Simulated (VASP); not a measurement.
Crystal: BaZrO3.

```
Ba Zr O
1.0
     4.22726    0.00000    0.00000
     0.00000    4.22726    0.00000
     0.00000    0.00000    4.22726
Ba Zr O
1 1 3
Direct
  0.00000 0.00000 0.00000
  0.50000 0.50000 0.50000
  0.50000 0.50000 0.00000
  0.50000 0.00000 0.50000
  0.00000 0.50000 0.50000
```

| Property | Result |
| --- | --- |
| Program | VASP 6.6.1 |
| Task | relaxation of cell and atoms |
| Functional | LDA |
| Potentials or basis | VASP PAW LDA potentials, release 64 (Ba_sv, Zr_sv, O) |
| Cutoff | 600 eV |
| k mesh | 6 × 6 × 6 |
| Occupations | fermi-dirac, width 0.02 eV |
| Spin | no spin polarisation |

At the start: pressure -7.8 GPa; volume 15.11 Å³/atom.

Problem. How do energy, volume and symmetry change on relaxing?

Solution. Over 5 steps the energy falls by 18.7 meV/atom and the volume is 14.38 Å³/atom (-4.8 %); space group Pm-3m (No. 221, to 0.05 Å).

The path:
| step | energy change (eV) | largest force (eV/Å) | pressure (GPa) | volume (Å³) |
| --- | --- | --- | --- | --- |
| 1 | 0.0000 | 0.0000 | -7.79 | 75.54 |
| 2 | 0.0465 | 0.0000 | 11.61 | 67.79 |
| 3 | -0.0934 | 0.0000 | -0.11 | 71.91 |
| 4 | -0.0934 | 0.0000 | 0.06 | 71.84 |
| 5 | -0.0934 | 0.0000 | -0.05 | 71.89 |

Final structure:
```
CELL_PARAMETERS angstrom
4.15804 0.00000 0.00000
0.00000 4.15804 0.00000
0.00000 0.00000 4.15804
ATOMIC_POSITIONS crystal
Ba 0.00000 0.00000 0.00000
Zr 0.50000 0.50000 0.50000
O 0.50000 0.50000 0.00000
O 0.50000 0.00000 0.50000
O 0.00000 0.50000 0.50000
```
